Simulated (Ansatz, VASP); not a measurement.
**BP in VASP and in Ansatz**

```
CELL_PARAMETERS angstrom
0.00000 2.24540 2.24540
2.24540 0.00000 2.24540
2.24540 2.24540 0.00000
ATOMIC_POSITIONS crystal
B 0.00000 0.00000 0.00000
P 0.25000 0.25000 0.25000
```

Alike in both runs: task single point; functional r2SCAN; k mesh 8 × 8 × 8; no spin polarisation.

```csv
,VASP,Ansatz
version,VASP 6.6.1,Ansatz 0.2.0
potentials or method,"VASP PAW PBE potentials, release 64 (B, P)","plane waves, PAW"
plane-wave cutoff (eV),520,500
occupations,"gaussian, width 0.01 eV",fixed
valence electrons in the cell,8,8
```

|  | VASP | Ansatz | Ansatz less VASP |
| --- | --- | --- | --- |
| gap on the k mesh at the Fermi level (eV) | 1.44 | 1.41 | -0.030 |
| pressure (GPa) | 4.9 | 5.5 | +0.54 |

VASP's potentials were made for PBE, not for r2SCAN.
